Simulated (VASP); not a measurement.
# Sb3C5 (Pm-3m) in VASP: notebook, part 2 of 2

VASP 6.6.1. Earlier steps stand in the parts before.

### Step 3. Single point, PBE

This run uses another cell than the first one, of 22.65 Å³/atom.

INCAR

```
  PREC = Accurate
  ENCUT = 520
  EDIFF = 1E-6
  ISMEAR = 0
  SIGMA = 0.1
  LREAL = False
  LASPH = True
  NELM = 100
  ALGO = Normal
  ISIF = 2
  LWAVE = False
  LCHARG = False
  GGA = PE
  NBANDS = 28
```

KPOINTS

```
Automatic mesh
0
Gamma
  4 4 4
```

POSCAR

```
Sb3C5
1.0
    5.6583674800      0.0000000000      0.0000000000
    0.0000000000      5.6583674800      0.0000000000
    0.0000000000      0.0000000000      5.6583674800
Sb C
3 5
Direct
    0.5000000000      0.0000000000      0.0000000000
    0.0000000000      0.5000000000      0.0000000000
    0.0000000000      0.0000000000      0.5000000000
    0.0000000000      0.5000000000      0.5000000000
    0.5000000000      0.0000000000      0.5000000000
    0.5000000000      0.5000000000      0.0000000000
    0.0000000000      0.0000000000      0.0000000000
    0.5000000000      0.5000000000      0.5000000000
```

Potentials or basis: VASP PAW PBE potentials, release 64 (Sb, C).

Run with:

```console
> cat potpaw_PBE.64/Sb/POTCAR potpaw_PBE.64/C/POTCAR > POTCAR
> mpirun -np 1 vasp_std > vasp.out
```

OUTCAR:

```text
PREC = Accurate
   ENCUT = 520
   EDIFF = 1E-6
   ISMEAR = 0
   LREAL = False
   LASPH = True
   NELM = 100
   ISIF = 2
   GGA = PE

 ion  position               nearest neighbor table
   1  0.500  0.000  0.000-   5 2.83   6 2.83   7 2.83   5 2.83   6 2.83   7 2.83
   2  0.000  0.500  0.000-   4 2.83   6 2.83   7 2.83   4 2.83   7 2.83   6 2.83
   3  0.000  0.000  0.500-   4 2.83   5 2.83   7 2.83   7 2.83   4 2.83   5 2.83
   4  0.000  0.500  0.500-   2 2.83   3 2.83   2 2.83   3 2.83
   5  0.500  0.000  0.500-   1 2.83   3 2.83   1 2.83   3 2.83
   6  0.500  0.500  0.000-   1 2.83   2 2.83   1 2.83   2 2.83
   7  0.000  0.000  0.000-   1 2.83   2 2.83   3 2.83   3 2.83   2 2.83   1 2.83
   8  0.500  0.500  0.500-

  LATTYP: Found a simple cubic cell.
 ALAT       =     5.6583674800

  Lattice vectors:

 A1 = (   5.6583674800,   0.0000000000,   0.0000000000)
 A2 = (   0.0000000000,   5.6583674800,   0.0000000000)
 A3 = (   0.0000000000,   0.0000000000,   5.6583674800)

Analysis of symmetry for initial positions (statically):
=====================================================================
 Subroutine PRICEL returns:
 Original cell was already a primitive cell.

 Routine SETGRP: Setting up the symmetry group for a
 simple cubic supercell.

 Subroutine GETGRP returns: Found 48 space group operations
 (whereof 48 operations were pure point group operations)
 out of a pool of 48 trial point group operations.

The static configuration has the point symmetry O_h .

Analysis of symmetry for dynamics (positions and initial velocities):
=====================================================================
 Subroutine PRICEL returns:
 Original cell was already a primitive cell.
[... 124 lines left out ...]
     AMIX     =   0.40;   BMIX     =  1.00
     AMIX_MAG =   1.60;   BMIX_MAG =  1.00
  volume/ion in A,a.u.               =      22.65       152.82
  Fermi-wavevector in a.u.,A,eV,Ry     =   0.946396  1.788430 12.186275  0.895666
  Thomas-Fermi vector in A             =   2.074390
   LORBIT       =      0    0 simple, 1 ext, 2 COOP (PROOUT), +10 PAW based schemes
   GGA     = PE    functional components
   LHFCALC =     F    Hartree Fock is set to
   AEXX    =    0.0000 exact exchange contribution
   IVDW    =     0    specifies the selected vdW correction
   LEPSILON=     F    determine dielectric tensor
   LRPA    =     F    only Hartree local field effects (RPA)
 non-spin polarized calculation
 Gauss-broadening in eV      SIGMA  =   0.10
  energy-cutoff  :      520.00
  volume of cell :      181.16
 maximum number of plane-waves:      4945
   NGX = 21   NGY = 21   NGZ = 21

 number of electron      34.9999998 magnetization

 Free energy of the ion-electron system (eV)
  ---------------------------------------------------
  ext. energy  EPLUGINS =         0.00000000
  ---------------------------------------------------
  free energy    TOTEN  =       -32.16565421 eV

  energy without entropy =      -32.12004814  energy(sigma->0) =      -32.14285118

 E-fermi :   2.9432     XC(G=0):  -9.0447

 val. band max:        2.8984902419   @ k =   0.5000   0.2500   0.0000
 cond. band min:       3.0090905301   @ k =   0.5000   0.5000   0.2500
 fundamental gap:      0.1106002883
 Fermi energy:         2.9432133592

 k-point     1 :       0.0000    0.0000    0.0000
  band No.  band energies     occupation
      1      -8.4895      2.00000
      2      -6.1389      2.00000
      3      -6.1389      2.00000
      4      -5.8793      2.00000
      5      -4.3114      2.00000
      6      -3.6639      2.00000
[... 299 lines left out ...]
     27       4.4838      0.00000
     28       4.4838      0.00000

------------------------ aborting loop because EDIFF is reached ----------------------------------------

  FORCE on cell =-STRESS in cart. coord.  units (eV):
  Direction    XX          YY          ZZ          XY          YZ          ZX
  --------------------------------------------------------------------------------------
  -------------------------------------------------------------------------------------
  Total      -23.6155562    -23.6155562    -23.6155562      0.0000000      0.0000000     -0.0000000
  in kB     -208.8504012   -208.8504012   -208.8504012      0.0000000      0.0000000     -0.0000000
  external PRESSURE =    -208.8504012 kB  Pullay stress =       0.0000000 kB

 VOLUME and BASIS-vectors are now :
 -----------------------------------------------------------------------------
  energy-cutoff  :      520.00
  volume of cell :      181.16
      direct lattice vectors                 reciprocal lattice vectors
     5.658367480  0.000000000  0.000000000     0.176729419  0.000000000  0.000000000
     0.000000000  5.658367480  0.000000000     0.000000000  0.176729419  0.000000000
     0.000000000  0.000000000  5.658367480     0.000000000  0.000000000  0.176729419

 POSITION                                       TOTAL-FORCE (eV/Angst)
 -----------------------------------------------------------------------------------
      2.82918      0.00000      0.00000         0.000000      0.000000      0.000000
      0.00000      2.82918      0.00000         0.000000      0.000000      0.000000
      0.00000      0.00000      2.82918         0.000000      0.000000      0.000000
      0.00000      2.82918      2.82918         0.000000      0.000000      0.000000
      2.82918      0.00000      2.82918         0.000000      0.000000      0.000000
      2.82918      2.82918      0.00000         0.000000      0.000000      0.000000
      0.00000      0.00000      0.00000         0.000000      0.000000      0.000000
      2.82918      2.82918      2.82918         0.000000      0.000000      0.000000
 -----------------------------------------------------------------------------------
    total drift:                                0.000000     -0.000000     -0.000000

  FREE ENERGIE OF THE ION-ELECTRON SYSTEM (eV)
  ---------------------------------------------------
  free  energy   TOTEN  =       -32.1656542101 eV

  energy  without entropy=      -32.1200481433  energy(sigma->0) =      -32.14285118
```

OSZICAR:

```text
N       E                     dE             d eps       ncg     rms          rms(c)
DAV:   1     0.131640631476E+03    0.13164E+03   -0.12568E+04   560   0.101E+03
DAV:   2    -0.179434912822E+02   -0.14958E+03   -0.14339E+03   704   0.161E+02
DAV:   3    -0.335642572201E+02   -0.15621E+02   -0.15003E+02   688   0.515E+01
DAV:   4    -0.341820066388E+02   -0.61775E+00   -0.60243E+00   840   0.965E+00
DAV:   5    -0.341922566335E+02   -0.10250E-01   -0.10188E-01   696   0.152E+00    0.746E+00
DAV:   6    -0.333352704811E+02    0.85699E+00   -0.16895E+01   748   0.126E+01    0.948E+00
DAV:   7    -0.325352211507E+02    0.80005E+00   -0.16130E+01   796   0.900E+00    0.394E+00
DAV:   8    -0.322083193571E+02    0.32690E+00   -0.11734E+00   708   0.366E+00    0.181E+00
DAV:   9    -0.321831510769E+02    0.25168E-01   -0.34270E-01   752   0.200E+00    0.119E+00
DAV:  10    -0.321755293538E+02    0.76217E-02   -0.19308E-01   776   0.143E+00    0.852E-01
DAV:  11    -0.321652226384E+02    0.10307E-01   -0.42472E-02   728   0.651E-01    0.242E-01
DAV:  12    -0.321657876412E+02   -0.56500E-03   -0.13462E-02   676   0.349E-01    0.123E-01
DAV:  13    -0.321656255572E+02    0.16208E-03   -0.15413E-03   732   0.123E-01    0.340E-02
DAV:  14    -0.321656556963E+02   -0.30139E-04   -0.15637E-04   836   0.518E-02    0.886E-03
DAV:  15    -0.321656542196E+02    0.14767E-05   -0.12995E-05   792   0.163E-02    0.420E-03
DAV:  16    -0.321656542101E+02    0.94903E-08   -0.28854E-06   556   0.650E-03
   1 F= -.32165654E+02 E0= -.32142851E+02  d E =-.456061E-01
```

stdout:

```text
POSCAR found type information on POSCAR SbC
 POSCAR found :  2 types and       8 ions
 scaLAPACK will be used
 LDA part: xc-table for (Slater+PW92), standard interpolation
 POSCAR, INCAR and KPOINTS ok, starting setup
 FFT: planning ... GRIDC
 FFT: planning ... GRID_SOFT
 FFT: planning ... GRID
 WAVECAR not read
 entering main loop
```

It took 95 s on 1 thread of AMD EPYC 7R13, shared host; peak memory 0.24 GiB.

What came out:

```
Free energy            : -32.1657 eV
Pressure               : -20.9 GPa
Band gap on the k mesh : zero (an odd number of electrons rules out a gap without spin polarisation)
```

Levels at points of the mesh, in eV from the Fermi level:
```tsv
k point	band 14	band 15	band 16	band 17	band 18	band 19	band 20	band 21	band 22	band 23
(0.00, 0.00, 0.00)	-2.11	-1.62	-1.62	-1.62	-0.30	-0.30	-0.30	2.76	2.76	2.76
(0.50, 0.00, 0.00)	-1.41	-0.87	-0.87	-0.62	-0.43	0.77	0.79	0.99	1.76	2.29
(0.50, 0.50, 0.00)	-0.17	-0.17	-0.12	0.27	0.29	0.29	0.42	1.23	1.23	1.70
(0.50, 0.50, 0.50)	0.10	0.30	0.48	0.50	0.50	0.50	0.81	0.81	0.98	0.98
```

Caveat: the cell stands under tension; spin-orbit coupling is left out, which moves the levels of the heavy elements.

### Step 4. Relaxation of cell and atoms, PBE

This run uses another cell than the first one, of 22.65 Å³/atom.

INCAR

```
SYSTEM = Sb3C5
PREC = Accurate
ENCUT = 600
EDIFF = 1E-6
ISMEAR = 0
SIGMA = 0.1
LREAL = .False.
LASPH = .True.
NELM = 80
ALGO = Normal
ISIF = 3
LWAVE = .False.
LCHARG = .False.
GGA = PE
IBRION = 2
NSW = 90
EDIFFG = -0.04
```

KPOINTS

```
Automatic mesh
0
Gamma
  4 4 4
  0 0 0
```

POSCAR is that of step 3.

Run with:

```console
> cat potpaw_PBE.64/Sb/POTCAR potpaw_PBE.64/C/POTCAR > POTCAR
> mpirun -np 1 vasp_std > vasp.out
```

Run time: 6.4 min. Hardware: 1 thread of AMD EPYC 7R13, shared host; peak memory 0.33 GiB.

The run converged. Its results:

```yaml
Free_energy: -41.3650 eV
Relaxed_volume: 12.76 Å³/atom
Relaxed_cell: a = 4.674 Å, b = 4.674 Å, c = 4.674 Å, α = 90.00°, β = 90.00°, γ = 90.00°
Space_group_after_relaxing_to_0.1_Å: Pm-3m (No. 221)
Energy_gained_by_relaxing: 1150.0 meV/atom
Ionic_steps: 6
Pressure_after_relaxing: 0.0 GPa
Band_gap_on_the_k_mesh: zero (an odd number of electrons rules out a gap without spin polarisation)
```

The path:
```csv
step,energy change (eV),largest force (eV/Å),pressure (GPa),volume (Å³)
1,0.0000,0.0000,-20.91,181.16
2,-8.6585,0.0000,-12.81,114.21
3,-9.1992,0.0000,-0.52,102.44
4,-9.1958,0.0000,1.40,101.16
5,-9.1970,0.0000,-1.13,102.87
6,-9.1998,0.0000,0.00,102.08
```

Final structure:
```
CELL_PARAMETERS angstrom
4.67362 0.00000 0.00000
0.00000 4.67362 0.00000
0.00000 0.00000 4.67362
ATOMIC_POSITIONS crystal
Sb 0.50000 0.00000 0.00000
Sb 0.00000 0.50000 0.00000
Sb 0.00000 0.00000 0.50000
C 0.00000 0.50000 0.50000
C 0.50000 0.00000 0.50000
C 0.50000 0.50000 0.00000
C 0.00000 0.00000 0.00000
C 0.50000 0.50000 0.50000
```

Levels at points of the mesh, in eV from the Fermi level:
| k point | band 14 | band 15 | band 16 | band 17 | band 18 | band 19 | band 20 | band 21 |
| --- | --- | --- | --- | --- | --- | --- | --- | --- |
| (0.00, 0.00, 0.00) | -3.84 | -3.84 | -3.84 | -1.14 | -1.14 | -1.14 | -0.29 | 4.72 |
| (0.50, 0.00, 0.00) | -3.04 | -2.41 | -2.41 | -0.97 | -0.62 | 1.47 | 1.96 | 2.11 |
| (0.50, 0.50, 0.00) | -1.24 | -1.10 | -0.09 | 0.11 | 0.65 | 0.65 | 1.42 | 2.71 |
| (0.50, 0.50, 0.50) | -0.59 | 0.49 | 0.49 | 0.59 | 0.59 | 0.59 | 1.07 | 1.88 |

Caveat: the volume moved by over 15 % at a fixed basis, so the end points are rough; spin-orbit coupling is left out, which moves the levels of the heavy elements.

### Step 5. Overview

```csv
task,cell,cutoff (eV),gap on the mesh (eV),pressure (GPa)
single point,"a = 4.678 Å, 8 atoms",520,none,-0.3
single point,"a = 5.658 Å, 8 atoms",520,none,-20.9
relaxation of cell and atoms,"relaxed from a = 5.658 Å, 8 atoms",600,none,0.0
```

Alike in all rows: level PBE; potentials or basis VASP PAW PBE potentials, release 64 (Sb, C); no spin polarisation; k mesh 4 × 4 × 4; smearing gaussian 0.1 eV.

Caveats: spin-orbit coupling is left out, which moves the levels of the heavy elements; the cell stands under tension (at least some runs); the volume moved by over 15 % at a fixed basis, so the end points are rough (at least some runs).

Total energies depend on the potentials used, so only differences within one code and one set of settings carry meaning.

The gap in the log of VASP goes by the Fermi energy; the results here count the filled bands.